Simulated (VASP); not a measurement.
Set up this calculation in VASP 6.6.1, as the native input.

* Task: single point
* Functional: PBE
* Potentials or basis: VASP PAW PBE potentials, release 64 (Hg, Te)
* Cutoff: 500 eV
* k mesh: 4 × 4 × 4
* Occupations: fermi-dirac, width 0.02 eV
* Spin: non-collinear spin, zero start, spin-orbit coupling
* Starting moments: [[0.0, 0.0, 0.0], [0.0, 0.0, 0.0]] μB
* Dipole correction: no
* Further INCAR settings: ALGO = Normal; EDIFF = 1e-06; NBANDS = 30

The structure of HgTe lies in POSCAR:

```
HgTe
1.0
    0.0000000000      3.0434522825      3.0434522825
    3.0434522825      0.0000000000      3.0434522825
    3.0434522825      3.0434522825      0.0000000000
Hg Te
1 1
Direct
    0.0000000000      0.0000000000      0.0000000000
    0.5000000000      0.5000000000      0.5000000000
```

These files were run (other wordings do the same):

INCAR

```
PREC     = Accurate       # precision mode
ENCUT    = 500            # plane-wave cutoff, eV
EDIFF    = 1E-6           # SCF threshold, eV
ISMEAR   = -1             # smearing method
SIGMA    = 0.02           # smearing width, eV
LREAL    = F              # projectors in reciprocal space
LASPH    = T              # aspherical terms in the spheres
NELM     = 200            # most SCF steps
ALGO     = Normal         # electronic algorithm
ISIF     = 2              # what is computed and relaxed
LWAVE    = F              # write WAVECAR
LCHARG   = F              # write CHGCAR
MAGMOM   = 0 0 0 0 0 0    # initial moments
LORBIT   = 11             # projections on sites
LSORBIT  = T              # spin-orbit coupling
GGA_COMPAT= F            
LORBMOM  = T            
GGA      = PE             # functional
NBANDS   = 30             # bands
```

KPOINTS

```
Automatic mesh
0
Gamma
  4 4 4
```

Potentials or basis: VASP PAW PBE potentials, release 64 (Hg, Te).

Run with:

```sh
$ cat potpaw_PBE.64/Hg/POTCAR potpaw_PBE.64/Te/POTCAR > POTCAR
$ mpirun -np 1 vasp_ncl > vasp.out
```

Results of the run:

```
Pressure                                              : 2.8 GPa
Net moment                                            : 0.00 μB per cell
Valence electrons inside the program's atomic spheres : Hg 10.42; Te 3.35
```

Caveat: the k points lie up to 0.45 Å⁻¹ apart.

Wall time 19 s on 1 thread of Intel(R) Xeon(R) 6975P-C (Granite Rapids) (shared host), peak memory 0.3 GiB.
